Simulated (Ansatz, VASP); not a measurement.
**Si: VASP beside Ansatz**

```
CELL_PARAMETERS angstrom
-1.55315 1.55315 1.55315
1.55315 -1.55315 1.55315
1.55315 1.55315 -1.55315
ATOMIC_POSITIONS crystal
Si 0.00000 0.00000 0.00000
```

Alike in both runs: task single point; functional r2SCAN; k mesh 8 × 8 × 8; no spin polarisation.

|  | VASP | Ansatz |
| --- | --- | --- |
| version | VASP 6.6.1 | Ansatz 0.2.0 |
| potentials or method | VASP PAW PBE potentials, release 64 (Si), cutoff 550 eV | PAW plane waves |
| occupations | fermi-dirac, width 0.1 eV | fermi-dirac |
| valence electrons in the cell | 4 | 4 |

|  | VASP | Ansatz | Ansatz less VASP |
| --- | --- | --- | --- |
| gap on the k mesh at the Fermi level (eV) | none | none | - |
| pressure (GPa) | -5.1 | -5.1 | -0.06 |

VASP's potentials were made for PBE, not for r2SCAN. A gap of «none» marks a metal or a gap that the smearing closes.
